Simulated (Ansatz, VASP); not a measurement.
# BN in VASP and in Ansatz

```
B N
1.0
     0.00000    1.81234    1.81234
     1.81234    0.00000    1.81234
     1.81234    1.81234    0.00000
B N
1 1
Direct
  0.75000 0.75000 0.75000
  0.00000 0.00000 0.00000
```

Alike in both runs: functional PBE; k mesh 8 × 8 × 8; occupations gaussian, width 0.1 eV; no spin polarisation.

Ansatz relaxed the structure, and its values are those at the end. VASP's run is a single point on that final structure, the one shown.

|  | VASP | Ansatz |
| --- | --- | --- |
| version | VASP 6.6.1 | Ansatz 0.2.0 |
| potentials or method | VASP PAW PBE potentials, release 64 (B, N), cutoff 600 eV | scalar-relativistic, plane waves, PAW |
| valence electrons in the cell | 8 | 8 |

VASP gave:

- gap on the k mesh at the Fermi level (eV): 4.45
- least direct gap on the mesh (eV): 8.78
- pressure (GPa): 0.0

Task: Estimate Ansatz's values.

Result: gap on the k mesh at the Fermi level (eV): 4.46; least direct gap on the mesh (eV): 8.79; pressure (GPa): 0.0.
